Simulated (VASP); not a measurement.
# Ge (Fmmm) in VASP: single point with PBEsol

Aim: the single point of Ge with PBEsol.

Program: VASP 6.6.1. These are calculated values, not measurements. Logs are shortened: lines on timing, memory, paths and dates and some standing lists are left out, and cuts for length are marked.

## (1) The cell of the first run

The structure is orthorhombic, space group Fmmm (No. 69). The conventional cell has a = 5.224 Å, b = 5.702 Å, c = 9.873 Å, α = 90.00°, β = 90.00°, γ = 90.00°. Within 3.5 Å of Ge (site symmetry mm2) lie 8 Ge at 2.66 to 3.02 Å. Within 3.4 Å of Ge (site symmetry m2m) lie 8 Ge at 2.59 to 3.11 Å.

## (2) Single point, PBEsol

INCAR

```
PREC = Accurate
ENCUT = 520
EDIFF = 1E-6
ISMEAR = 0
SIGMA = 0.15
LREAL = F
LASPH = T
NELM = 100
ALGO = Normal
ISIF = 2
LWAVE = F
LCHARG = F
GGA = PS
NBANDS = 36
```

KPOINTS

```
Automatic mesh
0
Gamma
  14 14 14
```

POSCAR

```
Ge
1.0
    0.0000000000      2.8511133370      4.9366879316
    2.6120665644      0.0000000000      4.9366879316
    2.6120665644      2.8511133370      0.0000000000
Ge
4
Direct
    0.7763173170      0.7763173170      0.2236826830
    0.2236826830      0.2236826830      0.7763173170
    0.2727382667      0.7272617333      0.2727382667
    0.7272617333      0.2727382667      0.7272617333
```

Potentials or basis: VASP PAW PBE potentials, release 64 (Ge_d).

Command:

```bash
$ cat potpaw_PBE.64/Ge_d/POTCAR > POTCAR
$ mpirun -np 1 vasp_std > vasp.out
```

OUTCAR:

```text
PREC = Accurate
   ENCUT = 520
   EDIFF = 1E-6
   ISMEAR = 0
   LREAL = F
   LASPH = T
   NELM = 100
   ISIF = 2
   GGA = PS

 ion  position               nearest neighbor table
   1  0.776  0.776  0.224-   2 2.66   2 2.66   3 2.70   4 2.70   2 2.90   2 2.90
   2  0.224  0.224  0.776-   1 2.66   1 2.66   3 2.70   4 2.70   1 2.90   1 2.90
   3  0.273  0.727  0.273-   4 2.59   4 2.62   4 2.62   2 2.70   1 2.70
   4  0.727  0.273  0.727-   3 2.59   3 2.62   3 2.62   2 2.70   1 2.70

  LATTYP: Found a face centered orthorhombic cell.
 ALAT       =     5.2241331288
 B/A-ratio  =     1.0915163403
 C/A-ratio  =     1.8899548729

  Lattice vectors:

 A1 = (   0.0000000000,   2.8511133370,   4.9366879316)
 A2 = (   2.6120665644,   0.0000000000,   4.9366879316)
 A3 = (   2.6120665644,   2.8511133370,   0.0000000000)

Analysis of symmetry for initial positions (statically):
=====================================================================
 Subroutine PRICEL returns:
 Original cell was already a primitive cell.

 Routine SETGRP: Setting up the symmetry group for a
 face centered orthorhombic supercell.

 Subroutine GETGRP returns: Found  8 space group operations
 (whereof  8 operations were pure point group operations)
 out of a pool of  8 trial point group operations.

The static configuration has the point symmetry D_2h.

Analysis of symmetry for dynamics (positions and initial velocities):
=====================================================================
 Subroutine PRICEL returns:
 Original cell was already a primitive cell.

 Routine SETGRP: Setting up the symmetry group for a
 face centered orthorhombic supercell.

 Subroutine GETGRP returns: Found  8 space group operations
 (whereof  8 operations were pure point group operations)
 out of a pool of  8 trial point group operations.

The dynamic configuration has the point symmetry D_2h.

 Subroutine INISYM returns: Found  8 space group operations
 (whereof  8 operations are pure point group operations),
 and found     1 'primitive' translations

----------------------------------------------------------------------------------------

                                     Primitive cell

  volume of cell :      73.5300

  direct lattice vectors                    reciprocal lattice vectors
     0.000000000  2.851113337  4.936687932    -0.191419318  0.175370089  0.101282481
     2.612066564  0.000000000  4.936687932     0.191419318 -0.175370089  0.101282481
     2.612066564  2.851113337  0.000000000     0.191419318  0.175370089 -0.101282481

  length of vectors
     5.700853883  5.585139163  3.866747858     0.278664968  0.278664968  0.278664968

  position of ions in fractional coordinates (direct lattice)
     0.776317317  0.776317317  0.223682683
     0.223682683  0.223682683  0.776317317
     0.272738267  0.727261733  0.272738267
     0.727261733  0.272738267  0.727261733

  ion indices of the primitive-cell ions
   primitive index   ion index
                 1           1
                 2           2
                 3           3
                 4           4

----------------------------------------------------------------------------------------

 KPOINTS: Automatic mesh

Automatic generation of k-mesh.
 Grid dimensions read from file:
 generate k-points for:   14   14   14

 Generating k-lattice:

  Cartesian coordinates                     Fractional coordinates (reciprocal lattice)
    -0.013672808  0.012526435  0.007234463     0.071428571 -0.000000000  0.000000000
     0.013672808 -0.012526435  0.007234463    -0.000000000  0.071428571  0.000000000
     0.013672808  0.012526435 -0.007234463     0.000000000  0.000000000  0.071428571

  Length of vectors
     0.019904641  0.019904641  0.019904641

  Shift w.r.t. Gamma in fractional coordinates (k-lattice)
     0.000000000  0.000000000  0.000000000

 Subroutine IBZKPT returns following result:
 ===========================================

 Found    428 irreducible k-points:

 Following reciprocal coordinates:
            Coordinates               Weight
  0.000000  0.000000  0.000000      1.000000
  0.071429  0.000000  0.000000      8.000000
  0.142857  0.000000  0.000000      8.000000
  0.214286 -0.000000  0.000000      8.000000
  0.285714  0.000000  0.000000      8.000000
  0.357143 -0.000000  0.000000      8.000000
[... 16 lines left out ...]
  0.214286  0.142857  0.000000      8.000000
  0.285714  0.142857  0.000000      8.000000
 [... further k-points ...]
   k-points           NKPTS =    428   k-points in BZ     NKDIM =    428   number of bands    NBANDS=     36
   number of dos      NEDOS =    301   number of ions     NIONS =      4
   total plane-waves  NPLWV =  52920
   dimension x,y,z NGX =    42 NGY =   42 NGZ =   30
   dimension x,y,z NGXF=    84 NGYF=   84 NGZF=   60
   ions per type =               4
   NGX,Y,Z   is equivalent  to a cutoff of  12.25, 12.50, 12.90 a.u.
   NGXF,Y,Z  is equivalent  to a cutoff of  24.50, 25.00, 25.80 a.u.
 SYSTEM =  unknown system
   PREC   = accura    normal or accurate (medium, high low for compatibility)
   ISTART =      0    job   : 0-new  1-cont  2-samecut
   ICHARG =      2    charge: 1-file 2-atom 10-const
   ISPIN  =      1    spin polarized calculation?
   LNONCOLLINEAR =      F non collinear calculations
   LSORBIT =      F    spin-orbit coupling
   LASPH  =      T    aspherical Exc in radial PAW
   ENCUT  =  520.0 eV  38.22 Ry    6.18 a.u.  10.60 10.38  7.19*2*pi/ulx,y,z
   NELM   =    100;   NELMIN=  2; NELMDL= -5     # of ELM steps
   EDIFF  = 0.1E-05   stopping-criterion for ELM
   LREAL  =      F    real-space projection
[... 7 lines left out ...]
   TEBEG  =    0.0;   TEEND  =   0.0 temperature during run
   PSTRESS=    0.0 pullay stress
   NELECT =      56.0000    total number of electrons
   NUPDOWN=      -1.0000    fix difference up-down
   EMIN   =  10.00;   EMAX   =-10.00  energy-range for DOS
   EFERMI =   0.00;   METHOD = LEGACY
   ISMEAR =     0;   SIGMA  =   0.15  broadening in eV -4-tet -1-fermi 0-gaus
   EFERMI_NEDOS =   21; number of points for ismear=-14 and -15
   IALGO  =     38    algorithm
   IMIX   =      4    mixing-type and parameters
     AMIX     =   0.40;   BMIX     =  1.00
     AMIX_MAG =   1.60;   BMIX_MAG =  1.00
  volume/ion in A,a.u.               =      18.38       124.05
  Fermi-wavevector in a.u.,A,eV,Ry     =   1.495028  2.825194 30.410507  2.235109
  Thomas-Fermi vector in A             =   2.607225
   LORBIT       =      0    0 simple, 1 ext, 2 COOP (PROOUT), +10 PAW based schemes
   GGA     = PS    functional components
   LHFCALC =     F    Hartree Fock is set to
   AEXX    =    0.0000 exact exchange contribution
   IVDW    =     0    specifies the selected vdW correction
   LEPSILON=     F    determine dielectric tensor
   LRPA    =     F    only Hartree local field effects (RPA)
 non-spin polarized calculation
 Gauss-broadening in eV      SIGMA  =   0.15
  energy-cutoff  :      520.00
  volume of cell :       73.53
 maximum number of plane-waves:      2001
   NGX = 21   NGY = 21   NGZ = 15

 number of electron      56.0000014 magnetization

 Free energy of the ion-electron system (eV)
  ---------------------------------------------------
  ext. energy  EPLUGINS =         0.00000000
  ---------------------------------------------------
  free energy    TOTEN  =       -19.04899512 eV

  energy without entropy =      -19.03199885  energy(sigma->0) =      -19.04049699

 E-fermi :   6.7439     XC(G=0): -11.5086

 val. band max:        6.7423630843   @ k =  -0.2857   0.3571   0.0714
 cond. band min:       6.7463191806   @ k =   0.2143  -0.3571   0.0714
 fundamental gap:      0.0039560962
 Fermi energy:         6.7438598200

 k-point     1 :       0.0000    0.0000    0.0000
  band No.  band energies     occupation
      1     -17.9510      2.00000
      2     -17.9170      2.00000
      3     -17.8697      2.00000
      4     -17.8574      2.00000
      5     -17.8572      2.00000
      6     -17.8525      2.00000
[... 28 lines left out ...]
     35      14.2469      0.00000
     36      14.9111      0.00000

 k-point     2 :       0.0714    0.0000    0.0000
  band No.  band energies     occupation
      1     -17.9476      2.00000
      2     -17.9150      2.00000
      3     -17.8696      2.00000
      4     -17.8581      2.00000
      5     -17.8554      2.00000
      6     -17.8509      2.00000
[... 28 lines left out ...]
     35      13.9935      0.00000
     36      14.7612      0.00000

 k-point     3 :       0.1429    0.0000    0.0000
  band No.  band energies     occupation
      1     -17.9377      2.00000
      2     -17.9088      2.00000
      3     -17.8704      2.00000
      4     -17.8580      2.00000
      5     -17.8501      2.00000
      6     -17.8479      2.00000
[... 28 lines left out ...]
     35      13.7360      0.00000
     36      14.3089      0.00000

 k-point     4 :       0.2143   -0.0000    0.0000
  band No.  band energies     occupation
      1     -17.9219      2.00000
      2     -17.8988      2.00000
      3     -17.8725      2.00000
      4     -17.8568      2.00000
      5     -17.8458      2.00000
      6     -17.8411      2.00000
[... 28 lines left out ...]
     35      12.9589      0.00000
     36      14.0713      0.00000

 k-point     5 :       0.2857    0.0000    0.0000
  band No.  band energies     occupation
      1     -17.9017      2.00000
      2     -17.8853      2.00000
      3     -17.8742      2.00000
      4     -17.8572      2.00000
      5     -17.8396      2.00000
      6     -17.8324      2.00000
[... 655 lines left out ...]
 k-point    22 :       0.1429    0.1429    0.0000
  band No.  band energies     occupation
      1     -17.9484      2.00000
      2     -17.9163      2.00000
      3     -17.8626      2.00000
      4     -17.8568      2.00000
      5     -17.8545      2.00000
      6     -17.8502      2.00000
[... 28 lines left out ...]
     35      13.7317      0.00000
     36      14.0327      0.00000

 k-point    23 :       0.2143    0.1429    0.0000
  band No.  band energies     occupation
      1     -17.9439      2.00000
      2     -17.9137      2.00000
      3     -17.8632      2.00000
      4     -17.8516      2.00000
      5     -17.8513      2.00000
      6     -17.8475      2.00000
[... 28 lines left out ...]
     35      13.2812      0.00000
     36      13.7448      0.00000

 k-point    24 :       0.2857    0.1429    0.0000
  band No.  band energies     occupation
      1     -17.9331      2.00000
      2     -17.9070      2.00000
      3     -17.8661      2.00000
      4     -17.8480      2.00000
      5     -17.8452      2.00000
      6     -17.8418      2.00000
[... 28 lines left out ...]
     35      12.9875      0.00000
     36      13.1806      0.00000

 [... further k-points ...]
[... 5 lines left out ...]
  --------------------------------------------------------------------------------------
  -------------------------------------------------------------------------------------
  Total       -0.1909705     -0.0867316      0.0365984     -0.0000000      0.0000000      0.0000000
  in kB       -4.1611410     -1.8898345      0.7974581     -0.0000000      0.0000000      0.0000000
  external PRESSURE =      -1.7511725 kB  Pullay stress =       0.0000000 kB

 VOLUME and BASIS-vectors are now :
 -----------------------------------------------------------------------------
  energy-cutoff  :      520.00
  volume of cell :       73.53
      direct lattice vectors                 reciprocal lattice vectors
     0.000000000  2.851113337  4.936687932    -0.191419318  0.175370089  0.101282481
     2.612066564  0.000000000  4.936687932     0.191419318 -0.175370089  0.101282481
     2.612066564  2.851113337  0.000000000     0.191419318  0.175370089 -0.101282481

 POSITION                                       TOTAL-FORCE (eV/Angst)
 -----------------------------------------------------------------------------------
      2.61207      2.85111      7.66487         0.000000      0.000000     -0.004367
      2.61207      2.85111      2.20850         0.000000      0.000000      0.004367
      2.61207      1.55522      4.93669         0.000000     -0.009178      0.000000
      2.61207      4.14701      4.93669         0.000000      0.009178      0.000000
 -----------------------------------------------------------------------------------
    total drift:                                0.000000      0.000000      0.000000

  FREE ENERGIE OF THE ION-ELECTRON SYSTEM (eV)
  ---------------------------------------------------
  free  energy   TOTEN  =       -19.0489951242 eV

  energy  without entropy=      -19.0319988483  energy(sigma->0) =      -19.04049699
```

Wall time 10 min (1 thread of Intel Xeon 6975P-C (Granite Rapids), shared host); peak memory 0.81 GiB.

Results:

```
Free energy            : -19.0490 eV
Pressure               : -0.2 GPa
Largest force          : 0.009 eV/Å
Band gap on the k mesh : zero (bands 28 and 29 overlap by 3.57 eV)
```

Forces on the atoms (eV/Å):
```
Ge   0.000  0.000 -0.004
Ge   0.000  0.000  0.004
Ge   0.000 -0.009  0.000
Ge   0.000  0.009  0.000
```

Levels at points of the mesh, in eV from the Fermi level:
| k point | band 24 | band 25 | band 26 | band 27 | band 28 | band 29 | band 30 | band 31 | band 32 | band 33 |
| --- | --- | --- | --- | --- | --- | --- | --- | --- | --- | --- |
| (0.00, 0.00, 0.00) | -3.71 | -3.16 | -2.53 | -2.16 | -2.02 | -1.80 | 2.92 | 3.49 | 4.08 | 6.73 |
| (0.50, 0.00, 0.00) | -7.21 | -1.89 | -1.63 | -0.72 | 0.66 | 0.83 | 1.14 | 2.36 | 2.45 | 3.55 |
| (0.50, 0.50, 0.00) | -4.63 | -2.23 | -2.08 | 0.31 | 0.77 | 1.29 | 1.35 | 2.14 | 2.65 | 5.09 |
| (0.50, 0.00, 0.50) | -7.55 | -4.75 | -4.43 | -3.02 | -2.64 | -1.20 | -0.96 | 4.21 | 5.14 | 7.80 |
| (0.00, 0.50, 0.50) | -6.26 | -6.06 | -5.62 | -3.32 | -2.28 | -1.82 | 2.96 | 4.24 | 4.42 | 6.55 |

Caveat: the PAW data sets were made with another functional, which shifts forces and pressure a little.
